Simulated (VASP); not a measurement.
A run of VASP 6.6.1 is set up as follows.

The input POSCAR:

```
CdSe
1.0
    4.2520413998      0.0000000000      0.0000000000
   -2.1260206999      3.6823758702      0.0000000000
    0.0000000000      0.0000000000      6.9324978400
Cd Se
2 2
Direct
    0.3333333333      0.6666666667      0.0045324400
    0.6666666667      0.3333333333      0.5045324400
    0.3333333333      0.6666666667      0.3804675600
    0.6666666667      0.3333333333      0.8804675600
```

Contents of INCAR.step1:

```
SYSTEM = CdSe
PREC = Accurate
ENCUT = 520
ISMEAR = -1
SIGMA = 0.02
LREAL = .FALSE.
LASPH = .TRUE.
NELM = 100
NBANDS = 26
GGA = PE
ALGO = Normal
EDIFF = 1E-4
LWAVE = .TRUE.
LCHARG = .FALSE.
```

INCAR.step2

```
SYSTEM = CdSe
PREC = Accurate
ENCUT = 520
EDIFF = 1E-6
ISMEAR = -1
SIGMA = 0.02
LREAL = .FALSE.
LASPH = .TRUE.
NELM = 100
ALGO = Normal
ISIF = 2
LWAVE = .FALSE.
LCHARG = .FALSE.
METAGGA = R2SCAN
LMIXTAU = .TRUE.
NBANDS = 26
ISTART = 1
```

KPOINTS

```
Automatic mesh
0
G
  6 6 4
  0 0 0
```

Potentials or basis: VASP PAW PBE potentials, release 64 (Cd, Se).

The run is started by

```bash
$ cat potpaw_PBE.64/Cd/POTCAR potpaw_PBE.64/Se/POTCAR > POTCAR
$ cp INCAR.step1 INCAR
$ mpirun -np 1 vasp_std > vasp.out
$ cp INCAR.step2 INCAR
$ mpirun -np 1 vasp_std > vasp.out
```

Predict the band gap on the k mesh.

1.24 eV, direct.

What does it give for the largest force?

0.008 eV/Å.

Predict the pressure.

4.0 GPa.

Forces on the atoms (eV/Å):
```
Cd   0.000  0.000  0.008
Cd   0.000  0.000  0.008
Se   0.000  0.000 -0.008
Se   0.000  0.000 -0.008
```

Caveat: the PAW data sets were made with another functional, which shifts forces and pressure a little. r2SCAN opens gaps a little over a GGA but as a rule still falls short of measured ones.
